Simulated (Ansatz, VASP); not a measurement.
One calculation of Ag, two programs

Contents of POSCAR:

```
Ag
1.0
    4.7375333523      0.0000000000      0.0000000000
   -2.3687666762      4.1028242344      0.0000000000
    0.0000000000      0.0000000000      2.8347942102
Ag
3
Direct
    0.0000000000      1.0000000000      0.0000000000
    0.3333333333      0.6666666667      0.5000000000
    0.6666666667      0.3333333333      0.5000000000
```

The input INCAR.step1:

```
SYSTEM = Ag
  PREC = Accurate
  ENCUT = 520
  ISMEAR = -1
  SIGMA = 0.1
  LREAL = .FALSE.
  LASPH = .TRUE.
  NELM = 60
  NBANDS = 24
  GGA = PE
  ALGO = Normal
  EDIFF = 1E-4
  LWAVE = .TRUE.
  LCHARG = .FALSE.
```

File INCAR.step2:

```
SYSTEM = Ag
  PREC = Accurate
  ENCUT = 520
  EDIFF = 1E-6
  ISMEAR = -1
  SIGMA = 0.1
  LREAL = .FALSE.
  LASPH = .TRUE.
  NELM = 60
  ALGO = Normal
  ISIF = 2
  LWAVE = .FALSE.
  LCHARG = .FALSE.
  METAGGA = R2SCAN
  LMIXTAU = .TRUE.
  NBANDS = 24
  ISTART = 1
```

Contents of KPOINTS:

```
regular mesh
0
G
  9 9 13
  0 0 0
```

Input for Ansatz:

```yaml
crystal:
  lattice:
    - [4.7375333523, 0.0, 0.0]
    - [-2.3687666762, 4.1028242344, 0.0]
    - [0.0, 0.0, 2.8347942102]
  atoms:
    - { symbol: Ag, position: [0.0, 1.0, 0.0] }
    - { symbol: Ag, position: [0.3333333333, 0.6666666667, 0.5] }
    - { symbol: Ag, position: [0.6666666667, 0.3333333333, 0.5] }
hamiltonian:
  xc: r2scan
  pseudopotentials:
    kind: paw
    azcp:
      Ag: "pseudopotentials/Ag.paw.azcp"
basis:
  ecutwfc: 500
  fft_grid_basis: typed
kpoints:
  mp_grid: { grid: [9, 9, 13], shift: [0, 0, 0] }
magnetization:
  spin_polarized: false
scf:
  occupations: { method: fermi_dirac, width: 0.1 }
  lower_state_search: "off"
output:
  stress: true
```

Alike in both runs: task single point; functional r2SCAN; k mesh 9 × 9 × 13; occupations fermi-dirac, width 0.1 eV; no spin polarisation.

|  | VASP | Ansatz |
| --- | --- | --- |
| version | VASP 6.6.1 | Ansatz 0.2.0 |
| potentials or method | VASP PAW PBE potentials, release 64 (Ag), cutoff 520 eV | plane waves (500 eV) with PAW, scalar-relativistic |
| valence electrons in the cell | 33 | 57 |

Ansatz gave:

```
pressure (GPa)                                                : -3.4
traceless stress, the component that is largest in VASP (GPa) : -0.10
```

Q: Which values does VASP return?

A: Pressure (GPa): -3.3; traceless stress, the component that is largest in VASP (GPa): -0.09.

VASP's potentials were made for PBE, not for r2SCAN. With one functional, cell and mesh, what is left measures potentials, basis and numerics. VASP's potentials hold 33 valence electrons a cell and Ansatz's 57, so a difference there can come from the potentials and not from the codes.
